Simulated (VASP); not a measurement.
**Al12Pt: single point with PBE**

Al12Pt, a slab with vacuum:

```
Al Pt
1.0
     5.71352    0.00000    0.00000
    -2.85676    4.94805    0.00000
     0.00000    0.00000   20.10138
Al Pt
12 1
Direct
  0.33333 0.16667 0.19899
  0.33333 0.66667 0.19899
  0.83333 0.16667 0.19899
  0.83333 0.66667 0.19899
  0.16667 0.33333 0.31345
  0.16667 0.83333 0.31345
  0.66667 0.33333 0.31345
  0.66667 0.83333 0.31345
  0.00000 0.00000 0.42790
  0.00000 0.50000 0.42790
  0.50000 0.00000 0.42790
  0.50000 0.50000 0.42790
  0.16667 0.08333 0.52824
```

* Program: VASP 6.6.1
* Task: single point
* Functional: PBE
* Potentials or basis: VASP PAW PBE potentials, release 64 (Al, Pt)
* Cutoff: 520 eV
* k mesh: 6 × 6 × 1
* Occupations: gaussian, width 0.1 eV
* Spin: no spin polarisation
* Dipole correction: yes
* Further INCAR settings: ALGO = Normal; EDIFF = 1e-06; NBANDS = 35

| Property | Result |
| --- | --- |
| Largest force | 2.002 eV/Å |
| Band gap on the k mesh | zero (bands 23 and 24 overlap by 0.82 eV) |

Forces in eV/Å, atoms in the order of the input:
```
Al   0.108  0.062  0.029
Al  -0.002 -0.001 -0.089
Al  -0.085  0.027 -0.078
Al  -0.019 -0.088 -0.078
Al  -0.056  0.075  0.146
Al   0.037 -0.086  0.146
Al   0.053  0.030  0.026
Al  -0.041 -0.024 -0.060
Al  -1.080 -0.623 -1.567
Al  -0.021 -0.012  0.123
Al  -0.298 -0.044  0.705
Al  -0.187 -0.236  0.705
Pt   1.592  0.919 -0.006
```

Levels at points of the mesh, in eV from the Fermi level:
```tsv
k point	band 20	band 21	band 22	band 23	band 24	band 25	band 26	band 27
(0.00, 0.00, 0.00)	-1.65	-1.58	-0.82	-0.20	-0.08	0.04	0.12	0.25
(0.50, 0.00, 0.00)	-0.44	-0.44	-0.20	-0.18	0.39	0.98	1.18	1.43
(0.00, 0.50, 0.00)	-0.46	-0.43	-0.15	-0.11	0.37	1.07	1.09	1.38
```

It took 5.7 min on 1 thread of Intel(R) Xeon(R) 6975P-C (Granite Rapids), on a shared host, peak memory 0.67 GiB.

Caveat: spin-orbit coupling is left out, which moves the levels of the heavy elements.
